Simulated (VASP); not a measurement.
Input of a VASP 6.6.1 run:

INCAR

```
SYSTEM = Rh
PREC = Accurate
ENCUT = 520
EDIFF = 1E-6
ISMEAR = -1
SIGMA = 0.1
LREAL = .FALSE.
LASPH = .TRUE.
NELM = 100
ALGO = Normal
ISIF = 2
LWAVE = .FALSE.
LCHARG = .FALSE.
GGA = PS
NBANDS = 14
```

The input KPOINTS:

```
regular mesh
0
G
  16 16 16
  0 0 0
```

POSCAR

```
Rh
1.0
   -1.4948072866      1.4948072866      1.4948072866
    1.4948072866     -1.4948072866      1.4948072866
    1.4948072866      1.4948072866     -1.4948072866
Rh
1
Direct
    0.0000000000      0.0000000000      0.0000000000
```

Potentials or basis: VASP PAW PBE potentials, release 64 (Rh_pv).

Run with:

```sh
$ cat potpaw_PBE.64/Rh_pv/POTCAR > POTCAR
$ mpirun -np 1 vasp_std > vasp.out
```

(1) Predict the pressure.

Answers

(1) 12.0 GPa.

Caveat: the PAW data sets were made with another functional, which shifts forces and pressure a little.
